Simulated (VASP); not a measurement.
A run of VASP 6.6.1 is set up as follows.

POSCAR

```
Al
1.0
    6.1182402839     -0.5996535826     -0.7281123315
   -0.5290561700      5.4971503937      0.0107662610
   -0.6926664295     -0.0501569472      5.7274964934
Al
11
Direct
    0.8872007965      0.7746319172      0.9359664509
    0.8893272382      0.7762215017      0.4191644354
    0.5646391266      0.9408592127      0.5973439016
    0.8920901505      0.2654740945      0.9343757153
    0.2372696878      0.6166421527      0.2605652848
    0.5645944400      0.4402572440      0.0980083585
    0.2400498785      0.1052166761      0.7770475747
    0.9035258496      0.2718936007      0.4296416797
    0.2255471574      0.6101075367      0.7663581518
    0.2413495955      0.1075380107      0.2609746046
    0.5643077681      0.4410699540      0.5981210079
```

Contents of INCAR.step1:

```
SYSTEM = Al
  PREC = Accurate
  ENCUT = 520
  ISMEAR = 0
  SIGMA = 0.1
  LREAL = .FALSE.
  LASPH = .TRUE.
  NELM = 60
  ISYM = 0
  NBANDS = 28
  GGA = PE
  ALGO = Normal
  EDIFF = 1E-4
  LWAVE = .TRUE.
  LCHARG = .FALSE.
```

The input INCAR.step2:

```
SYSTEM = Al
  PREC = Accurate
  ENCUT = 520
  EDIFF = 1E-7
  ISMEAR = 0
  SIGMA = 0.1
  LREAL = .FALSE.
  LASPH = .TRUE.
  NELM = 60
  ALGO = Normal
  ISIF = 2
  LWAVE = .FALSE.
  LCHARG = .FALSE.
  METAGGA = R2SCAN
  LMIXTAU = .TRUE.
  ISYM = 0
  NBANDS = 28
  ISTART = 1
```

The input KPOINTS:

```
regular mesh
0
G
  4 4 4
  0 0 0
```

Potentials or basis: VASP PAW PBE potentials, release 64 (Al).

Launch:

```bash
$ cat potpaw_PBE.64/Al/POTCAR > POTCAR
$ cp INCAR.step1 INCAR
$ mpirun -np 1 vasp_std > vasp.out
$ cp INCAR.step2 INCAR
$ mpirun -np 1 vasp_std > vasp.out
```

(1) Predict the band gap on the k mesh.

(2) Estimate the largest force.

## Answers

(1) zero (an odd number of electrons rules out a gap without spin polarisation).

(2) 0.017 eV/Å.

Caveat: the PAW data sets were made with another functional, which shifts forces and pressure a little.
